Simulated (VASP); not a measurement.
# C (Fd-3m) in VASP: single point with PBEsol

Aim: the single point of C with PBEsol.

Program: VASP 6.6.1. These are calculated values, not measurements. Logs are shortened: lines on timing, memory, paths and dates and some standing lists are left out, and cuts for length are marked.

## 1. The cell of the first run

It takes space group Fd-3m (No. 227, cubic). Conventional cell: a = 3.567 Å, b = 3.567 Å, c = 3.567 Å, α = 90.00°, β = 90.00°, γ = 90.00°. C (site symmetry -43m) has 4 C at 1.54 Å within 2.1 Å.

## 2. Single point, PBEsol

Contents of INCAR:

```
SYSTEM = C
PREC = Accurate ; ENCUT = 600
EDIFF = 1E-6 ; ISMEAR = 0
SIGMA = 0.01 ; LREAL = .False.
LASPH = .True. ; NELM = 120
ALGO = Normal ; ISIF = 2
LWAVE = .False. ; LCHARG = .False.
GGA = PS ; NBANDS = 11
GGA_COMPAT = .False.
```

Contents of KPOINTS:

```
Automatic mesh
0
Gamma
  6 6 6
  0 0 0
```

Contents of POSCAR:

```
C
1.0
    0.0000000000      1.7833700000      1.7833700000
    1.7833700000      0.0000000000      1.7833700000
    1.7833700000      1.7833700000      0.0000000000
C
2
Direct
    0.5000000000      0.5000000000      0.5000000000
    0.7500000000      0.7500000000      0.7500000000
```

Potentials or basis: VASP PAW PBE potentials, release 64 (C).

On the command line:

```sh
> cat potpaw_PBE.64/C/POTCAR > POTCAR
> mpirun -np 1 vasp_std > vasp.out
```

OUTCAR:

```text
SYSTEM = C
   PREC = Accurate
   ENCUT = 600
   EDIFF = 1E-6
   ISMEAR = 0
   LREAL = .False.
   LASPH = .True.
   NELM = 120
   ISIF = 2
   GGA = PS

 ion  position               nearest neighbor table
   1  0.500  0.500  0.500-   2 1.54   2 1.54   2 1.54   2 1.54
   2  0.750  0.750  0.750-   1 1.54   1 1.54   1 1.54   1 1.54

  LATTYP: Found a face centered cubic cell.
 ALAT       =     3.5667400000

  Lattice vectors:

 A1 = (   0.0000000000,   1.7833700000,   1.7833700000)
 A2 = (   1.7833700000,   0.0000000000,   1.7833700000)
 A3 = (   1.7833700000,   1.7833700000,   0.0000000000)

Analysis of symmetry for initial positions (statically):
=====================================================================
 Subroutine PRICEL returns:
 Original cell was already a primitive cell.

 Routine SETGRP: Setting up the symmetry group for a
 face centered cubic supercell.

 Subroutine GETGRP returns: Found 48 space group operations
 (whereof 24 operations were pure point group operations)
 out of a pool of 48 trial point group operations.

The static configuration has the point symmetry T_d .
 The point group associated with its full space group is O_h .

Analysis of symmetry for dynamics (positions and initial velocities):
=====================================================================
 Subroutine PRICEL returns:
 Original cell was already a primitive cell.

 Routine SETGRP: Setting up the symmetry group for a
 face centered cubic supercell.

 Subroutine GETGRP returns: Found 48 space group operations
 (whereof 24 operations were pure point group operations)
 out of a pool of 48 trial point group operations.

The dynamic configuration has the point symmetry T_d .
 The point group associated with its full space group is O_h .

 Subroutine INISYM returns: Found 48 space group operations
 (whereof 24 operations are pure point group operations),
 and found     1 'primitive' translations

----------------------------------------------------------------------------------------

                                     Primitive cell

  volume of cell :      11.3437

  direct lattice vectors                    reciprocal lattice vectors
     0.000000000  1.783370000  1.783370000    -0.280368067  0.280368067  0.280368067
     1.783370000  0.000000000  1.783370000     0.280368067 -0.280368067  0.280368067
     1.783370000  1.783370000  0.000000000     0.280368067  0.280368067 -0.280368067

  length of vectors
     2.522066041  2.522066041  2.522066041     0.485611737  0.485611737  0.485611737

  position of ions in fractional coordinates (direct lattice)
     0.500000000  0.500000000  0.500000000
     0.750000000  0.750000000  0.750000000

  ion indices of the primitive-cell ions
   primitive index   ion index
                 1           1
                 2           2

----------------------------------------------------------------------------------------

 KPOINTS: Automatic mesh

Automatic generation of k-mesh.
 Grid dimensions read from file:
 generate k-points for:    6    6    6

 Generating k-lattice:

  Cartesian coordinates                     Fractional coordinates (reciprocal lattice)
    -0.046728011  0.046728011  0.046728011     0.166666667  0.000000000  0.000000000
     0.046728011 -0.046728011  0.046728011     0.000000000  0.166666667  0.000000000
     0.046728011  0.046728011 -0.046728011     0.000000000  0.000000000  0.166666667

  Length of vectors
     0.080935290  0.080935290  0.080935290

  Shift w.r.t. Gamma in fractional coordinates (k-lattice)
     0.000000000  0.000000000  0.000000000

 Subroutine IBZKPT returns following result:
 ===========================================

 Found     16 irreducible k-points:

 Following reciprocal coordinates:
            Coordinates               Weight
  0.000000  0.000000  0.000000      1.000000
  0.166667  0.000000  0.000000      8.000000
  0.333333  0.000000  0.000000      8.000000
  0.500000  0.000000  0.000000      4.000000
  0.166667  0.166667  0.000000      6.000000
  0.333333  0.166667  0.000000     24.000000
[... 8 lines left out ...]
 -0.333333  0.333333  0.166667     24.000000
 -0.333333  0.500000  0.166667     12.000000
   k-points           NKPTS =     16   k-points in BZ     NKDIM =     16   number of bands    NBANDS=     11
   number of dos      NEDOS =    301   number of ions     NIONS =      2
   total plane-waves  NPLWV =   8000
   dimension x,y,z NGX =    20 NGY =   20 NGZ =   20
   dimension x,y,z NGXF=    40 NGYF=   40 NGZF=   40
   ions per type =               2
   NGX,Y,Z   is equivalent  to a cutoff of  13.18, 13.18, 13.18 a.u.
   NGXF,Y,Z  is equivalent  to a cutoff of  26.37, 26.37, 26.37 a.u.
 SYSTEM =  C
   PREC   = accura    normal or accurate (medium, high low for compatibility)
   ISTART =      0    job   : 0-new  1-cont  2-samecut
   ICHARG =      2    charge: 1-file 2-atom 10-const
   ISPIN  =      1    spin polarized calculation?
   LNONCOLLINEAR =      F non collinear calculations
   LSORBIT =      F    spin-orbit coupling
   LASPH  =      T    aspherical Exc in radial PAW
   ENCUT  =  600.0 eV  44.10 Ry    6.64 a.u.   5.04  5.04  5.04*2*pi/ulx,y,z
   NELM   =    120;   NELMIN=  2; NELMDL= -5     # of ELM steps
   EDIFF  = 0.1E-05   stopping-criterion for ELM
   LREAL  =      F    real-space projection
   EDIFFG = 0.1E-04   stopping-criterion for IOM
   NSW    =      0    number of steps for IOM
   IBRION =     -1    ionic relax: 0-MD 1-quasi-New 2-CG
   NFREE  =      0    steps in history (QN), initial steepest desc. (CG)
   ISIF   =      2    stress and relaxation
   ISYM   =      2    0-nonsym 1-usesym 2-fastsym
   POTIM  = 0.5000    time-step for ionic-motion
   TEBEG  =    0.0;   TEEND  =   0.0 temperature during run
   PSTRESS=    0.0 pullay stress
   NELECT =       8.0000    total number of electrons
   NUPDOWN=      -1.0000    fix difference up-down
   EMIN   =  10.00;   EMAX   =-10.00  energy-range for DOS
   EFERMI =   0.00;   METHOD = LEGACY
   ISMEAR =     0;   SIGMA  =   0.01  broadening in eV -4-tet -1-fermi 0-gaus
   EFERMI_NEDOS =   21; number of points for ismear=-14 and -15
   IALGO  =     38    algorithm
   IMIX   =      4    mixing-type and parameters
     AMIX     =   0.40;   BMIX     =  1.00
     AMIX_MAG =   1.60;   BMIX_MAG =  1.00
  volume/ion in A,a.u.               =       5.67        38.28
  Fermi-wavevector in a.u.,A,eV,Ry     =   1.457203  2.753714 28.891161  2.123440
  Thomas-Fermi vector in A             =   2.574032
   LORBIT       =      0    0 simple, 1 ext, 2 COOP (PROOUT), +10 PAW based schemes
   GGA     = PS    functional components
   LHFCALC =     F    Hartree Fock is set to
   AEXX    =    0.0000 exact exchange contribution
   IVDW    =     0    specifies the selected vdW correction
   LEPSILON=     F    determine dielectric tensor
   LRPA    =     F    only Hartree local field effects (RPA)
 non-spin polarized calculation
 Gauss-broadening in eV      SIGMA  =   0.01
  energy-cutoff  :      600.00
  volume of cell :       11.34
 maximum number of plane-waves:       388
   NGX =  9   NGY =  9   NGZ =  9

 number of electron       7.9999999 magnetization

 Free energy of the ion-electron system (eV)
  ---------------------------------------------------
  ext. energy  EPLUGINS =         0.00000000
  ---------------------------------------------------
  free energy    TOTEN  =       -19.24328459 eV

  energy without entropy =      -19.24328459  energy(sigma->0) =      -19.24328459

 E-fermi :   9.8108     XC(G=0): -13.4316

 val. band max:        9.7117384016   @ k =   0.0000   0.0000   0.0000
 cond. band min:      13.7458197180   @ k =   0.3333   0.3333   0.0000
 fundamental gap:      4.0340813164
 Fermi energy:         9.8107653657

 k-point     1 :       0.0000    0.0000    0.0000
  band No.  band energies     occupation
      1     -11.8111      2.00000
      2       9.7117      2.00000
      3       9.7117      2.00000
      4       9.7117      2.00000
      5      15.2502      0.00000
      6      15.2502      0.00000
      7      15.2502      0.00000
      8      23.0798      0.00000
      9      28.6679      0.00000
     10      36.1776      0.00000
     11      36.1776      0.00000

 k-point     2 :       0.1667    0.0000    0.0000
  band No.  band energies     occupation
      1     -11.0422      2.00000
      2       5.9340      2.00000
      3       8.6809      2.00000
      4       8.6809      2.00000
      5      16.5979      0.00000
      6      16.5979      0.00000
      7      17.0645      0.00000
      8      23.6754      0.00000
      9      29.6777      0.00000
     10      32.3433      0.00000
     11      32.3433      0.00000

 k-point     3 :       0.3333    0.0000    0.0000
  band No.  band energies     occupation
      1      -8.7843      2.00000
      2       0.2973      2.00000
      3       7.3810      2.00000
      4       7.3810      2.00000
      5      17.9269      0.00000
      6      17.9269      0.00000
      7      18.2603      0.00000
      8      24.8313      0.00000
      9      30.3885      0.00000
     10      32.7651      0.00000
     11      32.7651      0.00000

 k-point     4 :       0.5000    0.0000    0.0000
  band No.  band energies     occupation
      1      -5.9797      2.00000
      2      -3.7560      2.00000
      3       6.9003      2.00000
      4       6.9003      2.00000
      5      18.0941      0.00000
      6      18.0941      0.00000
      7      18.5504      0.00000
      8      25.1989      0.00000
      9      31.3519      0.00000
     10      33.6865      0.00000
     11      35.4766      0.00000
[... 127 lines left out ...]
 k-point    14 :       0.5000    0.3333    0.1667
  band No.  band energies     occupation
      1      -6.8355      2.00000
      2       1.0204      2.00000
      3       2.3374      2.00000
      4       4.8666      2.00000
      5      17.3248      0.00000
      6      19.5339      0.00000
      7      21.1136      0.00000
      8      23.8465      0.00000
      9      30.1618      0.00000
     10      31.6353      0.00000
     11      36.6190      0.00000

 k-point    15 :      -0.3333    0.3333    0.1667
  band No.  band energies     occupation
      1      -4.2004      2.00000
      2      -2.0585      2.00000
      3       1.8463      2.00000
      4       3.7270      2.00000
      5      18.3533      0.00000
      6      19.6847      0.00000
      7      23.4287      0.00000
      8      23.6560      0.00000
      9      27.6604      0.00000
     10      32.9636      0.00000
     11      36.8342      0.00000

 k-point    16 :      -0.3333    0.5000    0.1667
  band No.  band energies     occupation
      1      -2.5047      2.00000
      2      -2.5047      2.00000
      3       1.8238      2.00000
      4       1.8238      2.00000
      5      17.7991      0.00000
      6      17.7991      0.00000
      7      24.1814      0.00000
      8      24.1815      0.00000
      9      31.2561      0.00000
     10      31.2561      0.00000
     11      40.1888      0.00000

------------------------ aborting loop because EDIFF is reached ----------------------------------------

  FORCE on cell =-STRESS in cart. coord.  units (eV):
  Direction    XX          YY          ZZ          XY          YZ          ZX
  --------------------------------------------------------------------------------------
  -------------------------------------------------------------------------------------
  Total       -0.3063071     -0.3063071     -0.3063071      0.0000000      0.0000000     -0.0000000
  in kB      -43.2626632    -43.2626632    -43.2626632      0.0000000      0.0000000     -0.0000000
  external PRESSURE =     -43.2626632 kB  Pullay stress =       0.0000000 kB

 VOLUME and BASIS-vectors are now :
 -----------------------------------------------------------------------------
  energy-cutoff  :      600.00
  volume of cell :       11.34
      direct lattice vectors                 reciprocal lattice vectors
     0.000000000  1.783370000  1.783370000    -0.280368067  0.280368067  0.280368067
     1.783370000  0.000000000  1.783370000     0.280368067 -0.280368067  0.280368067
     1.783370000  1.783370000  0.000000000     0.280368067  0.280368067 -0.280368067

 POSITION                                       TOTAL-FORCE (eV/Angst)
 -----------------------------------------------------------------------------------
      1.78337      1.78337      1.78337        -0.000000     -0.000000     -0.000000
      2.67505      2.67505      2.67505         0.000000      0.000000      0.000000
 -----------------------------------------------------------------------------------
    total drift:                                0.000000     -0.000000      0.000000

  FREE ENERGIE OF THE ION-ELECTRON SYSTEM (eV)
  ---------------------------------------------------
  free  energy   TOTEN  =       -19.2432845912 eV

  energy  without entropy=      -19.2432845912  energy(sigma->0) =      -19.24328459
```

Run time: 3.3 s. Hardware: 1 thread of Intel Xeon 8259CL, shared host; peak memory 0.12 GiB.

What came out:

* Free energy: -19.2433 eV
* Pressure: -4.3 GPa
* Band gap on the k mesh: 4.03 eV (least direct gap 5.54 eV)

Caveat: the k points lie up to 0.51 Å⁻¹ apart; the PAW data sets were made with another functional, which shifts forces and pressure a little. A hybrid or GW would open this gap; PBEsol tends to underestimate it.
